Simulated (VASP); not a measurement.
Runs of VASP 6.6.1 on KCl (Sylvite). The structure is that of space group Fm-3m (No. 225), or close to it. The cells are those of the table. 

| task | level | potentials or basis | cell | k mesh | cutoff (eV) | smearing | gap on the mesh (eV) | pressure (GPa) | relaxed volume (Å³/atom) |
| --- | --- | --- | --- | --- | --- | --- | --- | --- | --- |
| relaxation of cell and atoms | PBEsol | VASP PAW PBE potentials, release 64 (K_sv, Cl) | relaxed from a = 4.510 Å, angles 60.0°, 2 atoms | 6 × 6 × 6 | 600 | fermi-dirac 0.02 eV | 5.08 | 0.0 | 30.56 |
| single point | PBE | VASP PAW PBE potentials, release 64 (K_sv, Cl) | a = 4.510 Å, angles 60.0°, 2 atoms | 6 × 6 × 6 | 520 | fermi-dirac 0.02 eV | 5.05 | 0.0 | - |
| single point | r2SCAN | VASP PAW PBE potentials, release 64 (K_sv, Cl) | a = 4.447 Å, angles 60.0°, 2 atoms | 6 × 6 × 6 | 520 | fermi-dirac 0.02 eV | 5.84 | 0.0 | - |
| single point | r2SCAN | VASP PAW PBE potentials, release 64 (K_sv, Cl) | a = 4.447 Å, angles 60.0°, 2 atoms | 8 × 8 × 8 | 520 | gaussian 0.01 eV | 5.84 | 0.0 | - |
| relaxation of cell and atoms | PBE | VASP PAW PBE potentials, release 64 (K_sv, Cl) | relaxed from a = 4.450 Å, angles 60.0°, 2 atoms | 6 × 6 × 6 | 600 | fermi-dirac 0.02 eV | 5.04 | 0.0 | 32.58 |
| single point | PBE | VASP PAW PBE potentials, release 64 (K_sv, Cl) | a = 4.447 Å, angles 60.0°, 2 atoms | 8 × 8 × 8 | 520 | fermi-dirac 0.02 eV | 5.19 | 0.8 | - |
| single point | LDA | VASP PAW LDA potentials, release 64 (K_sv, Cl) | a = 4.297 Å, angles 60.0°, 2 atoms | 6 × 6 × 6 | 520 | fermi-dirac 0.02 eV | (a) | 0.1 | - |
| single point | PBE | VASP PAW PBE potentials, release 64 (K_sv, Cl) | a = 4.447 Å, angles 60.0°, 2 atoms | 4 × 4 × 4 | 520 | gaussian 0.01 eV | 5.19 | 0.8 | - |
| single point | PBEsol | VASP PAW PBE potentials, release 64 (K_sv, Cl) | a = 4.415 Å, angles 60.0°, 2 atoms | 6 × 6 × 6 | 520 | fermi-dirac 0.02 eV | 5.10 | 0.0 | - |
| relaxation of cell and atoms | LDA | VASP PAW LDA potentials, release 64 (K_sv, Cl) | relaxed from a = 4.510 Å, angles 60.0°, 2 atoms | 6 × 6 × 6 | 600 | fermi-dirac 0.02 eV | 5.10 | 0.0 | (b) |
| single point | LDA | VASP PAW LDA potentials, release 64 (K_sv, Cl) | a = 4.447 Å, angles 60.0°, 2 atoms | 8 × 8 × 8 | 520 | gaussian 0.01 eV | 4.75 | -1.9 | - |

Alike in all rows: no spin polarisation.

Fill in the values left out.

(a) 5.11; (b) 28.17.

Caveats: some runs use coarse meshes; the PAW data sets were made with another functional, which shifts forces and pressure a little (some runs); the volume moved by -13 % from the deposited cell, more than functionals usually miss (some runs).

A k mesh can miss the band edges.
